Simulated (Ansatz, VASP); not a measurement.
## One calculation of Hf2TeW2S, two programs

INCAR

```
PREC     = Accurate       # precision mode
ENCUT    = 600            # plane-wave cutoff, eV
EDIFF    = 1E-6           # SCF threshold, eV
ISMEAR   = 0              # smearing method
SIGMA    = 0.1            # smearing width, eV
LREAL    = False          # projectors in reciprocal space
LASPH    = True           # aspherical terms in the spheres
NELM     = 100            # most SCF steps
ALGO     = Normal         # electronic algorithm
ISIF     = 3              # what is computed and relaxed
LWAVE    = False          # write WAVECAR
LCHARG   = False          # write CHGCAR
GGA      = PE             # functional
IBRION   = 2              # ionic algorithm
NSW      = 90             # ionic steps
EDIFFG   = -0.04          # ionic threshold
```

The input KPOINTS:

```
regular mesh
0
Gamma
  4 4 4
```

POSCAR

```
Hf2TeW2S
1.0
    4.6314531400      0.0000000000      0.0000000000
    0.0000000000      4.6314531400      0.0000000000
    0.0000000000      0.0000000000      6.5370505500
Hf Te W S
2 1 2 1
Direct
    0.5000000000      0.5000000000      0.0000000000
    0.0000000000      0.0000000000      0.5000000000
    0.0000000000      0.0000000000      0.0000000000
    0.5000000000      0.0000000000      0.7581456300
    0.0000000000      0.5000000000      0.2418543700
    0.5000000000      0.5000000000      0.5000000000
```

Input for Ansatz:

```yaml
crystal:
  lattice:
    - [4.63145314, 0.0, 0.0]
    - [0.0, 4.63145314, 0.0]
    - [0.0, 0.0, 6.53705055]
  atoms:
    - { symbol: Hf, position: [0.5, 0.5, 0.0] }
    - { symbol: Hf, position: [0.0, 0.0, 0.5] }
    - { symbol: Te, position: [0.0, 0.0, 0.0] }
    - { symbol: W, position: [0.5, 0.0, 0.75814563] }
    - { symbol: W, position: [0.0, 0.5, 0.24185437] }
    - { symbol: S, position: [0.5, 0.5, 0.5] }
basis:
  ecutwfc: 420
kpoints:
  mp_grid: { grid: [4, 4, 4] }
hamiltonian:
  xc: pbe
scf:
  occupations: { method: gaussian, width: 0.1 }
  lower_state_search: "off"
output:
  forces: true
  stress: true
  eigenvalues: true
relax:
  adjacent_minimum: "off"
  f_tol: 0.04
  max_steps: 70
  cell: { stress_tol: 0.4 }
```

Change from the starting cell: species swapped into the Li2MgCdP2 type (P-4m2, No. 115).

Alike in both runs: task relaxation of cell and atoms; functional PBE; k mesh 4 × 4 × 4; occupations gaussian, width 0.1 eV; no spin polarisation.

|  | VASP | Ansatz |
| --- | --- | --- |
| version | VASP 6.6.1 | Ansatz 0.2.0 |
| potentials or method | VASP PAW PBE potentials, release 64 (Hf_pv, Te, W_sv, S), cutoff 600 eV | scalar-relativistic, plane waves, PAW |
| valence electrons in the cell | 60 | 102 |

Ansatz gave:

```
gap on the k mesh at the Fermi level, each at its own relaxed structure (eV) : 0.06
relaxed volume (Å³/atom)                                                     : 20.86
relaxed cell length with the largest relative difference (Å)                 : 5.684
```

Q: Which values does VASP return?

A: gap on the k mesh at the Fermi level, each at its own relaxed structure (eV): 0.05; relaxed volume (Å³/atom): 20.86; relaxed cell length with the largest relative difference (Å): 5.671.

VASP's potentials hold 60 valence electrons a cell and Ansatz's 102, so a difference there can come from the potentials and not from the codes.

Spin-orbit coupling is off throughout.
